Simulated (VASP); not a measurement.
# Al in VASP: single point with LDA

Aim: the single point of Al with LDA.

Everything below comes from runs of VASP 6.6.1. Logs are shortened: lines on timing, memory, paths and dates and some standing lists are left out, and cuts for length are marked.

## (1) The cell of the first run

The cell holds a slab with vacuum, 4 atoms: a = 2.908 Å, b = 2.908 Å, c = 28.399 Å, α = 90.00°, β = 90.00°, γ = 120.00°.

## (2) Single point, LDA

The input, INCAR:

```
ALGO     = Normal         # electronic algorithm
DIPOL    = 0.5 0.5 0.655
EDIFF    = 1E-6           # SCF threshold, eV
ENCUT    = 400            # plane-wave cutoff, eV
GGA_COMPAT= False        
IDIPOL   = 3            
ISIF     = 2              # what is computed and relaxed
ISMEAR   = 1              # smearing method
LASPH    = True           # aspherical terms in the spheres
LCHARG   = True           # write CHGCAR
LDIPOL   = True         
LELF     = True           # ELF
LREAL    = False          # projectors in reciprocal space
LVACPOTAV= True         
LVHAR    = True         
LWAVE    = False          # write WAVECAR
NBANDS   = 14             # bands
NELM     = 120            # most SCF steps
NELMDL   = -8           
PREC     = Accurate       # precision mode
SIGMA    = 0.1            # smearing width, eV
```

The input, KPOINTS:

```
k-points
0
Gamma
  15 15 1
```

The input, POSCAR:

```
Al
1.0
    2.9080631866      0.0000000000      0.0000000000
   -1.4540315933      2.5184565954      0.0000000000
    0.0000000000      0.0000000000     28.3988746563
Al
4
Direct
    0.6666666667      0.3333333333      0.5403284203
    0.3333333333      0.6666666667      0.6169230809
    1.0000000000      0.0000000000      0.6927722905
    0.6666666667      0.3333333333      0.7702184524
```

Potentials or basis: VASP PAW LDA potentials, release 64 (Al).

Launch:

```
> cat potpaw_LDA.64/Al/POTCAR > POTCAR
> mpirun -np 1 vasp_std > vasp.out
```

OUTCAR:

```text
EDIFF = 1E-6
   ENCUT = 400
   ISIF = 2
   ISMEAR = 1
   LASPH = True
   LREAL = False
   NELM = 120
   NELMDL = -8
   PREC = Accurate

 ion  position               nearest neighbor table
   1  0.667  0.333  0.540-   2 2.75   2 2.75   2 2.75
   2  0.333  0.667  0.617-   3 2.73   3 2.73   3 2.73   1 2.75   1 2.75   1 2.75
   3  0.000  0.000  0.693-   2 2.73   2 2.73   2 2.73   4 2.77   4 2.77   4 2.77
   4  0.667  0.333  0.770-   3 2.77   3 2.77   3 2.77

  LATTYP: Found a hexagonal cell.
 ALAT       =     2.9080631866
 C/A-ratio  =     9.7655631374

  Lattice vectors:

 A1 = (   2.9080631866,   0.0000000000,   0.0000000000)
 A2 = (  -1.4540315933,   2.5184565954,   0.0000000000)
 A3 = (   0.0000000000,   0.0000000000,  28.3988746563)

Analysis of symmetry for initial positions (statically):
=====================================================================
 Subroutine PRICEL returns:
 Original cell was already a primitive cell.

 Routine SETGRP: Setting up the symmetry group for a
 hexagonal supercell.

 Subroutine GETGRP returns: Found  6 space group operations
 (whereof  6 operations were pure point group operations)
 out of a pool of 24 trial point group operations.

The static configuration has the point symmetry C_3v.

Analysis of symmetry for dynamics (positions and initial velocities):
=====================================================================
 Subroutine PRICEL returns:
 Original cell was already a primitive cell.

 Routine SETGRP: Setting up the symmetry group for a
 hexagonal supercell.

 Subroutine GETGRP returns: Found  6 space group operations
 (whereof  6 operations were pure point group operations)
 out of a pool of 24 trial point group operations.

The dynamic configuration has the point symmetry C_3v.

 Subroutine INISYM returns: Found  6 space group operations
 (whereof  6 operations are pure point group operations),
 and found     1 'primitive' translations

----------------------------------------------------------------------------------------

                                     Primitive cell

  volume of cell :     207.9886

  direct lattice vectors                    reciprocal lattice vectors
     2.908063187  0.000000000  0.000000000     0.343871483  0.198534293  0.000000000
    -1.454031593  2.518456595  0.000000000     0.000000000  0.397068586  0.000000000
     0.000000000  0.000000000 28.398874656     0.000000000  0.000000000  0.035212663

  length of vectors
     2.908063187  2.908063187 28.398874656     0.397068586  0.397068586  0.035212663

  position of ions in fractional coordinates (direct lattice)
     0.666666667  0.333333333  0.540328420
     0.333333333  0.666666667  0.616923081
     0.000000000  0.000000000  0.692772291
     0.666666667  0.333333333  0.770218452

  ion indices of the primitive-cell ions
   primitive index   ion index
                 1           1
                 2           2
                 3           3
                 4           4

----------------------------------------------------------------------------------------

 KPOINTS: k-points

Automatic generation of k-mesh.
 Grid dimensions read from file:
 generate k-points for:   15   15    1

 Generating k-lattice:

  Cartesian coordinates                     Fractional coordinates (reciprocal lattice)
     0.022924766  0.013235620  0.000000000     0.066666667  0.000000000  0.000000000
     0.000000000  0.026471239  0.000000000     0.000000000  0.066666667  0.000000000
     0.000000000  0.000000000  0.035212663     0.000000000  0.000000000  1.000000000

  Length of vectors
     0.026471239  0.026471239  0.035212663

  Shift w.r.t. Gamma in fractional coordinates (k-lattice)
     0.000000000  0.000000000  0.000000000

 Subroutine IBZKPT returns following result:
 ===========================================

 Found     27 irreducible k-points:

 Following reciprocal coordinates:
            Coordinates               Weight
  0.000000  0.000000  0.000000      1.000000
  0.066667  0.000000  0.000000      6.000000
  0.133333  0.000000  0.000000      6.000000
  0.200000  0.000000  0.000000      6.000000
  0.266667  0.000000  0.000000      6.000000
  0.333333  0.000000  0.000000      6.000000
[... 16 lines left out ...]
  0.333333  0.200000  0.000000     12.000000
  0.400000  0.200000  0.000000      6.000000
 [... further k-points ...]
   k-points           NKPTS =     27   k-points in BZ     NKDIM =     27   number of bands    NBANDS=     14
   number of dos      NEDOS =    301   number of ions     NIONS =      4
   total plane-waves  NPLWV =  76800
   dimension x,y,z NGX =    20 NGY =   20 NGZ =  192
   dimension x,y,z NGXF=    40 NGYF=   40 NGZF=  384
   ions per type =               4
   NGX,Y,Z   is equivalent  to a cutoff of  11.43, 11.43, 11.24 a.u.
   NGXF,Y,Z  is equivalent  to a cutoff of  22.87, 22.87, 22.48 a.u.
 SYSTEM =  unknown system
   PREC   = accura    normal or accurate (medium, high low for compatibility)
   ISTART =      0    job   : 0-new  1-cont  2-samecut
   ICHARG =      2    charge: 1-file 2-atom 10-const
   ISPIN  =      1    spin polarized calculation?
   LNONCOLLINEAR =      F non collinear calculations
   LSORBIT =      F    spin-orbit coupling
   LASPH  =      T    aspherical Exc in radial PAW
   ENCUT  =  400.0 eV  29.40 Ry    5.42 a.u.   4.74  4.74 46.31*2*pi/ulx,y,z
   NELM   =    120;   NELMIN=  2; NELMDL= -8     # of ELM steps
   EDIFF  = 0.1E-05   stopping-criterion for ELM
   LREAL  =      F    real-space projection
   EDIFFG = 0.1E-04   stopping-criterion for IOM
   NSW    =      0    number of steps for IOM
   IBRION =     -1    ionic relax: 0-MD 1-quasi-New 2-CG
   NFREE  =      0    steps in history (QN), initial steepest desc. (CG)
   ISIF   =      2    stress and relaxation
   ISYM   =      2    0-nonsym 1-usesym 2-fastsym
   POTIM  = 0.5000    time-step for ionic-motion
   TEBEG  =    0.0;   TEEND  =   0.0 temperature during run
   PSTRESS=    0.0 pullay stress
   NELECT =      12.0000    total number of electrons
   NUPDOWN=      -1.0000    fix difference up-down
   EMIN   =  10.00;   EMAX   =-10.00  energy-range for DOS
   EFERMI =   0.00;   METHOD = LEGACY
   ISMEAR =     1;   SIGMA  =   0.10  broadening in eV -4-tet -1-fermi 0-gaus
   EFERMI_NEDOS =   21; number of points for ismear=-14 and -15
   IALGO  =     38    algorithm
   IMIX   =      4    mixing-type and parameters
     AMIX     =   0.40;   BMIX     =  1.00
     AMIX_MAG =   1.60;   BMIX_MAG =  1.00
  volume/ion in A,a.u.               =      52.00       350.89
  Fermi-wavevector in a.u.,A,eV,Ry     =   0.632590  1.195421  5.444639  0.400170
  Thomas-Fermi vector in A             =   1.695957
   LORBIT       =      0    0 simple, 1 ext, 2 COOP (PROOUT), +10 PAW based schemes
   GGA     = CA    functional components
   LHFCALC =     F    Hartree Fock is set to
   AEXX    =    0.0000 exact exchange contribution
   IVDW    =     0    specifies the selected vdW correction
   LEPSILON=     F    determine dielectric tensor
   LRPA    =     F    only Hartree local field effects (RPA)
 non-spin polarized calculation
 Methfessel and Paxton  Order N= 1 SIGMA  =   0.10
  energy-cutoff  :      400.00
  volume of cell :      207.99
 maximum number of plane-waves:      3801
 NGX is ok and might be reduce to    20
   NGX =  9   NGY =  9   NGZ = 93

 dipolmoment           0.000000      0.000000      0.001477 electrons x Angstroem

 number of electron      12.0000000 magnetization

 dipolmoment           0.000000      0.000000     -0.000481 electrons x Angstroem

 Free energy of the ion-electron system (eV)
  ---------------------------------------------------
  ext. energy  EPLUGINS =         0.00000000
  ---------------------------------------------------
  free energy    TOTEN  =       -15.75910667 eV

  energy without entropy =      -15.76203164  energy(sigma->0) =      -15.76008166

 E-fermi :  -0.3187     XC(G=0):  -3.9093

 val. band max:       -0.3963288502   @ k =   0.2667   0.2667   0.0000
 cond. band min:      -0.2867815813   @ k =   0.3333   0.2000   0.0000
 fundamental gap:      0.1095472689
 Fermi energy:        -0.3187215230

 k-point     1 :       0.0000    0.0000    0.0000
  band No.  band energies     occupation
      1     -11.2678      2.00000
      2     -10.0278      2.00000
      3      -8.1945      2.00000
      4      -5.6172      2.00000
      5      -3.2739      2.00000
      6      -0.0838     -0.00442
      7       2.3062      0.00000
      8       3.5399      0.00000
      9       3.8130      0.00000
     10       4.5783      0.00000
     11       4.6159      0.00000
     12       6.0698      0.00000
     13       6.1370      0.00000
     14       8.0985      0.00000

 k-point     2 :       0.0667    0.0000    0.0000
  band No.  band energies     occupation
      1     -11.1647      2.00000
      2      -9.9254      2.00000
      3      -8.0931      2.00000
      4      -5.5159      2.00000
      5      -3.1778      2.00000
      6       0.0118     -0.00003
      7       2.4023      0.00000
      8       3.6409      0.00000
      9       3.9173      0.00000
     10       4.6765      0.00000
     11       4.7175      0.00000
     12       6.1612      0.00000
     13       6.2279      0.00000
     14       7.6864      0.00000

 k-point     3 :       0.1333    0.0000    0.0000
  band No.  band energies     occupation
      1     -10.8557      2.00000
      2      -9.6185      2.00000
      3      -7.7891      2.00000
      4      -5.2126      2.00000
      5      -2.8898      2.00000
      6       0.2945     -0.00000
      7       2.6795      0.00000
      8       3.9332      0.00000
      9       4.2267      0.00000
     10       4.8994      0.00000
     11       5.0115      0.00000
     12       5.4549      0.00000
     13       6.3357      0.00000
     14       6.4745      0.00000

 k-point     4 :       0.2000    0.0000    0.0000
  band No.  band energies     occupation
      1     -10.3424      2.00000
      2      -9.1087      2.00000
      3      -7.2843      2.00000
      4      -4.7099      2.00000
      5      -2.4116      2.00000
      6       0.7363     -0.00000
      7       2.7490      0.00000
      8       3.4448      0.00000
      9       4.1382      0.00000
     10       4.4956      0.00000
     11       4.7604      0.00000
     12       5.4643      0.00000
     13       5.5710      0.00000
     14       5.8636      0.00000

 k-point     5 :       0.2667    0.0000    0.0000
  band No.  band energies     occupation
      1      -9.6270      2.00000
      2      -8.3981      2.00000
      3      -6.5814      2.00000
      4      -4.0135      2.00000
      5      -1.7520      2.00000
      6       0.5923     -0.00000
      7       1.4993     -0.00000
      8       2.1309      0.00000
      9       3.5421      0.00000
     10       4.0801      0.00000
     11       5.1878      0.00000
[... 276 lines left out ...]
 k-point    22 :       0.2667    0.2000    0.0000
  band No.  band energies     occupation
      1      -7.5026      2.00000
      2      -6.2898      2.00000
      3      -4.5042      2.00000
      4      -2.0888      2.00000
      5      -1.5369      2.00000
      6      -0.4224      2.05712
      7      -0.1757     -0.06124
      8       0.4043     -0.00000
      9       0.9890     -0.00000
     10       1.5150     -0.00000
     11       2.8945      0.00000
     12       3.6206      0.00000
     13       4.2123      0.00000
     14       5.4665      0.00000

 k-point    23 :       0.3333    0.2000    0.0000
  band No.  band energies     occupation
      1      -6.3036      2.00000
      2      -5.1032      2.00000
      3      -3.3769      2.00000
      4      -3.3580      2.00000
      5      -2.1553      2.00000
      6      -0.8580      2.00000
      7      -0.4384      2.07067
      8      -0.2868      0.48876
      9       0.8589     -0.00000
     10       1.5285     -0.00000
     11       2.2524      0.00000
     12       2.7426      0.00000
     13       4.3830      0.00000
     14       4.7725      0.00000

 k-point    24 :       0.4000    0.2000    0.0000
  band No.  band energies     occupation
      1      -4.9337      2.00000
      2      -4.9054      2.00000
      3      -3.7724      2.00000
      4      -3.7272      2.00000
      5      -2.1927      2.00000
      6      -1.6306      2.00000
      7      -0.6347      2.00007
      8       0.1624     -0.00000
      9       0.9554     -0.00000
     10       1.1038     -0.00000
     11       2.4335      0.00000
     12       2.7456      0.00000
     13       3.1494      0.00000
     14       4.9606      0.00000

 [... further k-points ...]
[... 5 lines left out ...]
  --------------------------------------------------------------------------------------
  -------------------------------------------------------------------------------------
  Total       -2.1669737     -2.1669737      1.3568331     -0.0000000      0.0000000     -0.0000000
  in kB      -16.6926307    -16.6926307     10.4519561     -0.0000000      0.0000000     -0.0000000
  external PRESSURE =      -7.6444351 kB  Pullay stress =       0.0000000 kB

 VOLUME and BASIS-vectors are now :
 -----------------------------------------------------------------------------
  energy-cutoff  :      400.00
  volume of cell :      207.99
      direct lattice vectors                 reciprocal lattice vectors
     2.908063187  0.000000000  0.000000000     0.343871483  0.198534293  0.000000000
    -1.454031593  2.518456595  0.000000000     0.000000000  0.397068586  0.000000000
     0.000000000  0.000000000 28.398874656     0.000000000  0.000000000  0.035212663

 POSITION                                       TOTAL-FORCE (eV/Angst)
 -----------------------------------------------------------------------------------
      1.45403      0.83949     15.34472         0.000000      0.000000     -0.241448
     -0.00000      1.67897     17.51992         0.000000      0.000000      0.007401
      0.00000      0.00000     19.67395        -0.000000      0.000000      0.082969
      1.45403      0.83949     21.87334         0.000000     -0.000000      0.151078
 -----------------------------------------------------------------------------------
    total drift:                               -0.000000      0.000000     -0.000024

  FREE ENERGIE OF THE ION-ELECTRON SYSTEM (eV)
  ---------------------------------------------------
  free  energy   TOTEN  =       -15.7591066704 eV

  energy  without entropy=      -15.7620316366  energy(sigma->0) =      -15.76008166

 vacuum level on the upper side and lower side of the slab         3.805         3.817
```

It took 2.8 min on 1 thread of AMD EPYC 7R13, shared host; peak memory 0.18 GiB.

What came out:

* Free energy: -15.7591 eV
* Largest force: 0.241 eV/Å
* Band gap on the k mesh: zero (band 6 reaches 1.00 eV, above the bottom of band 7 at -1.05 eV)

Forces in eV/Å, atoms in the order of the input:
```
Al   0.000  0.000 -0.241
Al   0.000  0.000  0.007
Al   0.000  0.000  0.083
Al   0.000  0.000  0.151
```
